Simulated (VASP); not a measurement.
Input of a VASP 6.6.1 run:

The input INCAR:

```
ALGO = Normal
EDIFF = 1E-6
ENCUT = 520
GGA = PE
ISIF = 2
ISMEAR = 0
IVDW = 12
LASPH = True
LCHARG = False
LREAL = False
LWAVE = False
NBANDS = 11
NELM = 60
PREC = Accurate
SIGMA = 0.15
```

The input KPOINTS:

```
k-points
0
Gamma
  21 21 12
```

File POSCAR:

```
C
1.0
    2.4646600538      0.0000000000      0.0000000000
   -1.2323300269      2.1344582183      0.0000000000
    0.0000000000      0.0000000000      3.5719697732
C
2
Direct
    0.3192782444      0.6385564889      0.0000000000
    0.6807217556      0.3614435111      0.0000000000
```

Potentials or basis: VASP PAW PBE potentials, release 64 (C).

The run is started by

```bash
$ cat potpaw_PBE.64/C/POTCAR > POTCAR
$ mpirun -np 1 vasp_std > vasp.out
```

(1) Estimate the dispersion energy per atom.

(2) Estimate the pressure.

Results:

(1) -0.145 eV.

(2) 5.7 GPa.

Caveat: the cell differs from its parent crystal (atoms displaced along a vibrational mode); the cell stands under pressure.
